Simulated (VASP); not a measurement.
# InSb3 (R-3m) in VASP: a series of runs

Runs on InSb3. Level: PBE. Tasks: single point.

Everything below comes from runs of VASP 6.6.1. Logs are shortened: lines on timing, memory, paths and dates and some standing lists are left out, and cuts for length are marked.

### Step 1. The cell of the first run

It takes space group R-3m (No. 166, trigonal). Conventional cell: a = 6.524 Å, b = 6.524 Å, c = 8.282 Å, α = 90.00°, β = 90.00°, γ = 120.00°. In (site symmetry -3m) has 12 Sb at 3.26 to 3.34 Å within 4.3 Å. Sb (site symmetry 2/m) has 8 Sb at 3.26 to 3.34 Å and 4 In at 3.26 to 3.34 Å within 4.3 Å.

### Step 2. Single point, PBE

INCAR reads:

```
PREC = Accurate ; ENCUT = 520
EDIFF = 1E-6 ; ISMEAR = 0
SIGMA = 0.15 ; LREAL = False
LASPH = True ; NELM = 100
ALGO = Normal ; ISIF = 2
LWAVE = False ; LCHARG = False
GGA = PE ; NBANDS = 22
```

KPOINTS reads:

```
regular mesh
0
Gamma
  8 8 8
```

POSCAR reads:

```
InSb3
1.0
    4.6694468200      0.0560815005      0.0560815005
    0.0560815005      4.6694468200      0.0560815005
    0.0560815005      0.0560815005      4.6694468200
In Sb
1 3
Direct
    0.0000000000      0.0000000000      0.0000000000
    0.5000000000      0.0000000000      0.5000000000
    0.0000000000      0.5000000000      0.5000000000
    0.5000000000      0.5000000000      0.0000000000
```

Potentials or basis: VASP PAW PBE potentials, release 64 (In_d, Sb).

Started as:

```bash
$ cat potpaw_PBE.64/In_d/POTCAR potpaw_PBE.64/Sb/POTCAR > POTCAR
$ mpirun -np 1 vasp_std > vasp.out
```

OUTCAR:

```text
PREC = Accurate
   ENCUT = 520
   EDIFF = 1E-6
   ISMEAR = 0
   LREAL = False
   LASPH = True
   NELM = 100
   ISIF = 2
   GGA = PE

 ion  position               nearest neighbor table
   1  0.000  0.000  0.000-   2 3.26   3 3.26   3 3.26   4 3.26   2 3.26   4 3.26   4 3.34   4 3.34
                             3 3.34   2 3.34   2 3.34   3 3.34
   2  0.500  0.000  0.500-   1 3.26   4 3.26   3 3.26   4 3.26   1 3.26   3 3.26   3 3.34   3 3.34
                             1 3.34   4 3.34   1 3.34   4 3.34
   3  0.000  0.500  0.500-   1 3.26   4 3.26   1 3.26   2 3.26   2 3.26   4 3.26   2 3.34   2 3.34
                             1 3.34   4 3.34   4 3.34   1 3.34
   4  0.500  0.500  0.000-   2 3.26   3 3.26   1 3.26   2 3.26   1 3.26   3 3.26   1 3.34   1 3.34
                             2 3.34   3 3.34   3 3.34   2 3.34

  LATTYP: Found a trigonal (rhomboedric) cell.
 ALAT       =     4.6701203276
 COS(alpha) =     0.0241578967

  Lattice vectors:

 A1 = (   4.6694468200,   0.0560815005,   0.0560815005)
 A2 = (   0.0560815005,   4.6694468200,   0.0560815005)
 A3 = (   0.0560815005,   0.0560815005,   4.6694468200)

Analysis of symmetry for initial positions (statically):
=====================================================================
 Subroutine PRICEL returns:
 Original cell was already a primitive cell.

 Routine SETGRP: Setting up the symmetry group for a
 trigonal (rhombohedral) supercell.

 Subroutine GETGRP returns: Found 12 space group operations
 (whereof 12 operations were pure point group operations)
 out of a pool of 12 trial point group operations.

The static configuration has the point symmetry D_3d.

Analysis of symmetry for dynamics (positions and initial velocities):
=====================================================================
 Subroutine PRICEL returns:
 Original cell was already a primitive cell.

 Routine SETGRP: Setting up the symmetry group for a
 trigonal (rhombohedral) supercell.

 Subroutine GETGRP returns: Found 12 space group operations
 (whereof 12 operations were pure point group operations)
 out of a pool of 12 trial point group operations.

The dynamic configuration has the point symmetry D_3d.

 Subroutine INISYM returns: Found 12 space group operations
 (whereof 12 operations are pure point group operations),
 and found     1 'primitive' translations

----------------------------------------------------------------------------------------

                                     Primitive cell

  volume of cell :     101.7677

  direct lattice vectors                    reciprocal lattice vectors
     4.669446820  0.056081500  0.056081500     0.214219198 -0.002542305 -0.002542305
     0.056081500  4.669446820  0.056081500    -0.002542305  0.214219198 -0.002542305
     0.056081500  0.056081500  4.669446820    -0.002542305 -0.002542305  0.214219198

  length of vectors
     4.670120328  4.670120328  4.670120328     0.214249367  0.214249367  0.214249367

  position of ions in fractional coordinates (direct lattice)
     0.000000000  0.000000000  0.000000000
     0.500000000  0.000000000  0.500000000
     0.000000000  0.500000000  0.500000000
     0.500000000  0.500000000  0.000000000

  ion indices of the primitive-cell ions
   primitive index   ion index
                 1           1
                 2           2
                 3           3
                 4           4

----------------------------------------------------------------------------------------

 KPOINTS: regular mesh

Automatic generation of k-mesh.
 Grid dimensions read from file:
 generate k-points for:    8    8    8

 Generating k-lattice:

  Cartesian coordinates                     Fractional coordinates (reciprocal lattice)
     0.026777400 -0.000317788 -0.000317788     0.125000000  0.000000000  0.000000000
    -0.000317788  0.026777400 -0.000317788     0.000000000  0.125000000  0.000000000
    -0.000317788 -0.000317788  0.026777400     0.000000000  0.000000000  0.125000000

  Length of vectors
     0.026781171  0.026781171  0.026781171

  Shift w.r.t. Gamma in fractional coordinates (k-lattice)
     0.000000000  0.000000000  0.000000000

 Subroutine IBZKPT returns following result:
 ===========================================

 Found     65 irreducible k-points:

 Following reciprocal coordinates:
            Coordinates               Weight
  0.000000  0.000000  0.000000      1.000000
  0.125000 -0.000000 -0.000000      6.000000
  0.250000 -0.000000 -0.000000      6.000000
  0.375000 -0.000000 -0.000000      6.000000
  0.500000 -0.000000 -0.000000      3.000000
  0.125000  0.125000 -0.000000      6.000000
[... 16 lines left out ...]
  0.250000  0.125000  0.125000      6.000000
  0.375000  0.125000  0.125000      6.000000
 [... further k-points ...]
   k-points           NKPTS =     65   k-points in BZ     NKDIM =     65   number of bands    NBANDS=     22
   number of dos      NEDOS =    301   number of ions     NIONS =      4
   total plane-waves  NPLWV =  46656
   dimension x,y,z NGX =    36 NGY =   36 NGZ =   36
   dimension x,y,z NGXF=    72 NGYF=   72 NGZF=   72
   ions per type =               1   3
   NGX,Y,Z   is equivalent  to a cutoff of  12.82, 12.82, 12.82 a.u.
   NGXF,Y,Z  is equivalent  to a cutoff of  25.63, 25.63, 25.63 a.u.
 SYSTEM =  unknown system
   PREC   = accura    normal or accurate (medium, high low for compatibility)
   ISTART =      0    job   : 0-new  1-cont  2-samecut
   ICHARG =      2    charge: 1-file 2-atom 10-const
   ISPIN  =      1    spin polarized calculation?
   LNONCOLLINEAR =      F non collinear calculations
   LSORBIT =      F    spin-orbit coupling
   LASPH  =      T    aspherical Exc in radial PAW
   ENCUT  =  520.0 eV  38.22 Ry    6.18 a.u.   8.68  8.68  8.68*2*pi/ulx,y,z
   NELM   =    100;   NELMIN=  2; NELMDL= -5     # of ELM steps
   EDIFF  = 0.1E-05   stopping-criterion for ELM
   LREAL  =      F    real-space projection
   EDIFFG = 0.1E-04   stopping-criterion for IOM
   NSW    =      0    number of steps for IOM
   IBRION =     -1    ionic relax: 0-MD 1-quasi-New 2-CG
   NFREE  =      0    steps in history (QN), initial steepest desc. (CG)
   ISIF   =      2    stress and relaxation
   ISYM   =      2    0-nonsym 1-usesym 2-fastsym
   POTIM  = 0.5000    time-step for ionic-motion
   TEBEG  =    0.0;   TEEND  =   0.0 temperature during run
   PSTRESS=    0.0 pullay stress
   NELECT =      28.0000    total number of electrons
   NUPDOWN=      -1.0000    fix difference up-down
   EMIN   =  10.00;   EMAX   =-10.00  energy-range for DOS
   EFERMI =   0.00;   METHOD = LEGACY
   ISMEAR =     0;   SIGMA  =   0.15  broadening in eV -4-tet -1-fermi 0-gaus
   EFERMI_NEDOS =   21; number of points for ismear=-14 and -15
   IALGO  =     38    algorithm
   IMIX   =      4    mixing-type and parameters
     AMIX     =   0.40;   BMIX     =  1.00
     AMIX_MAG =   1.60;   BMIX_MAG =  1.00
  volume/ion in A,a.u.               =      25.44       171.69
  Fermi-wavevector in a.u.,A,eV,Ry     =   1.064774  2.012132 15.425528  1.133744
  Thomas-Fermi vector in A             =   2.200304
   LORBIT       =      0    0 simple, 1 ext, 2 COOP (PROOUT), +10 PAW based schemes
   GGA     = PE    functional components
   LHFCALC =     F    Hartree Fock is set to
   AEXX    =    0.0000 exact exchange contribution
   IVDW    =     0    specifies the selected vdW correction
   LEPSILON=     F    determine dielectric tensor
   LRPA    =     F    only Hartree local field effects (RPA)
 non-spin polarized calculation
 Gauss-broadening in eV      SIGMA  =   0.15
  energy-cutoff  :      520.00
  volume of cell :      101.77
 maximum number of plane-waves:      2760
   NGX = 17   NGY = 17   NGZ = 17

 number of electron      27.9999990 magnetization

 Free energy of the ion-electron system (eV)
  ---------------------------------------------------
  ext. energy  EPLUGINS =         0.00000000
  ---------------------------------------------------
  free energy    TOTEN  =       -14.08276890 eV

  energy without entropy =      -14.06284457  energy(sigma->0) =      -14.07280674

 E-fermi :   8.9362     XC(G=0): -10.4525

 val. band max:        8.9044626717   @ k =   0.1250  -0.0000  -0.0000
 cond. band min:       8.9377333343   @ k =  -0.2500   0.1250   0.0000
 fundamental gap:      0.0332706626
 Fermi energy:         8.9362203744

 k-point     1 :       0.0000    0.0000    0.0000
  band No.  band energies     occupation
      1      -5.6797      2.00000
      2      -5.6797      2.00000
      3      -5.6573      2.00000
      4      -5.6536      2.00000
      5      -5.6536      2.00000
      6      -3.8748      2.00000
[... 14 lines left out ...]
     21      13.8147      0.00000
     22      14.3090      0.00000

 k-point     2 :       0.1250   -0.0000   -0.0000
  band No.  band energies     occupation
      1      -5.6786      2.00000
      2      -5.6767      2.00000
      3      -5.6592      2.00000
      4      -5.6560      2.00000
      5      -5.6539      2.00000
      6      -3.7707      2.00000
[... 14 lines left out ...]
     21      14.3611      0.00000
     22      14.5347      0.00000

 k-point     3 :       0.2500   -0.0000   -0.0000
  band No.  band energies     occupation
      1      -5.6760      2.00000
      2      -5.6701      2.00000
      3      -5.6643      2.00000
      4      -5.6616      2.00000
      5      -5.6538      2.00000
      6      -3.4623      2.00000
[... 14 lines left out ...]
     21      14.6033      0.00000
     22      14.9304      0.00000

 k-point     4 :       0.3750   -0.0000   -0.0000
  band No.  band energies     occupation
      1      -5.6741      2.00000
      2      -5.6716      2.00000
      3      -5.6666      2.00000
      4      -5.6623      2.00000
      5      -5.6528      2.00000
      6      -2.9753      2.00000
[... 14 lines left out ...]
     21      13.9583      0.00000
     22      14.7286      0.00000

 k-point     5 :       0.5000   -0.0000   -0.0000
  band No.  band energies     occupation
      1      -5.6741      2.00000
      2      -5.6739      2.00000
      3      -5.6678      2.00000
      4      -5.6603      2.00000
      5      -5.6520      2.00000
      6      -2.5661      2.00000
[... 14 lines left out ...]
     21      13.4803      0.00000
     22      15.0470      0.00000

 k-point     6 :       0.1250    0.1250   -0.0000
  band No.  band energies     occupation
      1      -5.6772      2.00000
      2      -5.6743      2.00000
      3      -5.6617      2.00000
      4      -5.6571      2.00000
      5      -5.6554      2.00000
      6      -3.6716      2.00000
[... 14 lines left out ...]
     21      14.4068      0.00000
     22      14.6372      0.00000

 k-point     7 :       0.2500    0.1250   -0.0000
  band No.  band energies     occupation
      1      -5.6758      2.00000
      2      -5.6691      2.00000
      3      -5.6660      2.00000
      4      -5.6620      2.00000
      5      -5.6555      2.00000
      6      -3.3678      2.00000
[... 324 lines left out ...]
      6      -2.0180      2.00000
[... 14 lines left out ...]
     21      15.1516      0.00000
     22      15.3651      0.00000

 k-point    21 :       0.5000    0.5000   -0.0000
  band No.  band energies     occupation
      1      -5.7128      2.00000
      2      -5.6718      2.00000
      3      -5.6694      2.00000
      4      -5.6592      2.00000
      5      -5.6345      2.00000
      6      -1.0179      2.00000
[... 14 lines left out ...]
     21      14.7677      0.00000
     22      16.4336      0.00000

 k-point    22 :       0.1250    0.1250    0.1250
  band No.  band energies     occupation
      1      -5.6743      2.00000
      2      -5.6743      2.00000
      3      -5.6645      2.00000
      4      -5.6575      2.00000
      5      -5.6575      2.00000
      6      -3.5776      2.00000
[... 14 lines left out ...]
     21      14.4719      0.00000
     22      14.6523      0.00000

 k-point    23 :       0.2500    0.1250    0.1250
  band No.  band energies     occupation
      1      -5.6739      2.00000
      2      -5.6723      2.00000
      3      -5.6671      2.00000
      4      -5.6620      2.00000
      5      -5.6562      2.00000
      6      -3.2791      2.00000
[... 14 lines left out ...]
     21      15.1746      0.00000
     22      15.3471      0.00000

 k-point    24 :       0.3750    0.1250    0.1250
  band No.  band energies     occupation
      1      -5.6787      2.00000
      2      -5.6755      2.00000
      3      -5.6641      2.00000
      4      -5.6637      2.00000
      5      -5.6524      2.00000
      6      -2.8005      2.00000
[... 14 lines left out ...]
     21      14.4270      0.00000
     22      15.3806      0.00000

 [... further k-points ...]
[... 5 lines left out ...]
  --------------------------------------------------------------------------------------
  -------------------------------------------------------------------------------------
  Total        3.6908275      3.6908275      3.6908275     -0.4259731     -0.4259731     -0.4259731
  in kB       58.1064708     58.1064708     58.1064708     -6.7062991     -6.7062991     -6.7062991
  external PRESSURE =      58.1064708 kB  Pullay stress =       0.0000000 kB

 VOLUME and BASIS-vectors are now :
 -----------------------------------------------------------------------------
  energy-cutoff  :      520.00
  volume of cell :      101.77
      direct lattice vectors                 reciprocal lattice vectors
     4.669446820  0.056081500  0.056081500     0.214219198 -0.002542305 -0.002542305
     0.056081500  4.669446820  0.056081500    -0.002542305  0.214219198 -0.002542305
     0.056081500  0.056081500  4.669446820    -0.002542305 -0.002542305  0.214219198

 POSITION                                       TOTAL-FORCE (eV/Angst)
 -----------------------------------------------------------------------------------
      0.00000      0.00000      0.00000        -0.000000     -0.000000     -0.000000
      2.36276      0.05608      2.36276        -0.000000      0.000000      0.000000
      0.05608      2.36276      2.36276         0.000000      0.000000      0.000000
      2.36276      2.36276      0.05608         0.000000     -0.000000      0.000000
 -----------------------------------------------------------------------------------
    total drift:                                0.000000     -0.000000     -0.000000

  FREE ENERGIE OF THE ION-ELECTRON SYSTEM (eV)
  ---------------------------------------------------
  free  energy   TOTEN  =       -14.0827689003 eV

  energy  without entropy=      -14.0628445705  energy(sigma->0) =      -14.07280674
```

Run time: 2.4 min. Hardware: 1 thread of Intel Xeon 8259CL, shared host; peak memory 0.29 GiB.

Results:

```yaml
Free_energy: -14.0828 eV
Pressure: 5.8 GPa
Band_gap_on_the_k_mesh: zero (bands 14 and 15 overlap by 4.87 eV)
```

Stress tensor (GPa, compression positive):
```
 5.81 -0.67 -0.67
-0.67  5.81 -0.67
-0.67 -0.67  5.81
```

Levels at points of the mesh, in eV from the Fermi level:
| k point | band 10 | band 11 | band 12 | band 13 | band 14 | band 15 | band 16 | band 17 | band 18 | band 19 |
| --- | --- | --- | --- | --- | --- | --- | --- | --- | --- | --- |
| (0.00, 0.00, 0.00) | -4.67 | -4.67 | -3.58 | 0.31 | 0.31 | 0.80 | 1.57 | 2.03 | 2.03 | 4.75 |
| (0.50, 0.00, 0.00) | -3.24 | -3.05 | -2.41 | -2.27 | -1.25 | -1.00 | 2.09 | 2.48 | 2.70 | 2.79 |
| (0.50, 0.50, 0.00) | -2.53 | -1.76 | -1.65 | -1.41 | -1.32 | -1.13 | -0.25 | 0.96 | 3.55 | 4.02 |
| (0.50, 0.50, 0.50) | -5.54 | -5.43 | -5.43 | -4.97 | 3.74 | 3.74 | 4.02 | 4.22 | 4.22 | 6.55 |

Caveat: the cell stands under pressure; spin-orbit coupling is left out, which moves the levels of the heavy elements.

### Step 3. Single point, PBE

INCAR reads:

```
PREC = Accurate
ENCUT = 520
EDIFF = 1E-6
ISMEAR = 0
SIGMA = 0.15
LREAL = F
LASPH = T
NELM = 60
ALGO = Normal
ISIF = 2
LWAVE = F
LCHARG = F
GGA = PE
NBANDS = 22
```

KPOINTS reads:

```
Automatic mesh
0
Gamma
  8 8 8
```

POSCAR reads:

```
InSb3
1.0
    4.6694468200     -0.0560815005     -0.0560815005
   -0.0560815005      4.6694468200     -0.0560815005
   -0.0560815005     -0.0560815005      4.6694468200
In Sb
1 3
Direct
    0.0000000000      0.0000000000      0.0000000000
    0.5000000000      0.0000000000      0.5000000000
    0.0000000000      0.5000000000      0.5000000000
    0.5000000000      0.5000000000      0.0000000000
```

Potentials or basis: VASP PAW PBE potentials, release 64 (In_d, Sb).

Started as:

```bash
$ cat potpaw_PBE.64/In_d/POTCAR potpaw_PBE.64/Sb/POTCAR > POTCAR
$ mpirun -np 1 vasp_std > vasp.out
```

OUTCAR:

```text
PREC = Accurate
   ENCUT = 520
   EDIFF = 1E-6
   ISMEAR = 0
   LREAL = F
   LASPH = T
   NELM = 60
   ISIF = 2
   GGA = PE

 ion  position               nearest neighbor table
   1  0.000  0.000  0.000-   2 3.26   3 3.26   4 3.26   3 3.26   2 3.26   4 3.26   4 3.34   2 3.34
                             2 3.34   4 3.34   3 3.34   3 3.34
   2  0.500  0.000  0.500-   1 3.26   3 3.26   4 3.26   4 3.26   1 3.26   3 3.26   4 3.34   1 3.34
                             1 3.34   3 3.34   4 3.34   3 3.34
   3  0.000  0.500  0.500-   1 3.26   2 3.26   4 3.26   1 3.26   4 3.26   2 3.26   2 3.34   1 3.34
[... 805 lines left out ...]
  --------------------------------------------------------------------------------------
  -------------------------------------------------------------------------------------
  Total        3.6828723      3.6828723      3.6828723      0.3776789      0.3776789      0.3776789
  in kB       57.9816310     57.9816310     57.9816310      5.9460223      5.9460223      5.9460223
  external PRESSURE =      57.9816310 kB  Pullay stress =       0.0000000 kB

 VOLUME and BASIS-vectors are now :
 -----------------------------------------------------------------------------
  energy-cutoff  :      520.00
  volume of cell :      101.77
      direct lattice vectors                 reciprocal lattice vectors
     4.669446820 -0.056081500 -0.056081500     0.214220683  0.002604133  0.002604133
    -0.056081500  4.669446820 -0.056081500     0.002604133  0.214220683  0.002604133
    -0.056081500 -0.056081500  4.669446820     0.002604133  0.002604133  0.214220683

 POSITION                                       TOTAL-FORCE (eV/Angst)
 -----------------------------------------------------------------------------------
      0.00000      0.00000      0.00000        -0.000000      0.000000      0.000000
      2.30668     -0.05608      2.30668         0.000000     -0.000000      0.000000
     -0.05608      2.30668      2.30668        -0.000000     -0.000000      0.000000
      2.30668      2.30668     -0.05608         0.000000      0.000000      0.000000
 -----------------------------------------------------------------------------------
    total drift:                               -0.000000     -0.000000     -0.000000

  FREE ENERGIE OF THE ION-ELECTRON SYSTEM (eV)
  ---------------------------------------------------
  free  energy   TOTEN  =       -14.0833619736 eV

  energy  without entropy=      -14.0639327965  energy(sigma->0) =      -14.07364739
```

stdout:

```text
POSCAR found type information on POSCAR InSb
 POSCAR found :  2 types and       4 ions
 scaLAPACK will be used
 LDA part: xc-table for (Slater+PW92), standard interpolation
 POSCAR, INCAR and KPOINTS ok, starting setup
 FFT: planning ... GRIDC
 FFT: planning ... GRID_SOFT
 FFT: planning ... GRID
 WAVECAR not read
 entering main loop
```

Run time: 2.4 min. Hardware: 1 thread of Intel Xeon 8259CL, shared host; peak memory 0.29 GiB.

What came out:

| Quantity | Value |
| --- | --- |
| Free energy | -14.0834 eV |
| Pressure | 5.8 GPa |
| Band gap on the k mesh | zero (bands 14 and 15 overlap by 4.88 eV) |

Stress tensor (GPa, compression positive):
```
5.80 0.59 0.59
0.59 5.80 0.59
0.59 0.59 5.80
```

Caveat: the cell stands under pressure; spin-orbit coupling is left out, which moves the levels of the heavy elements.
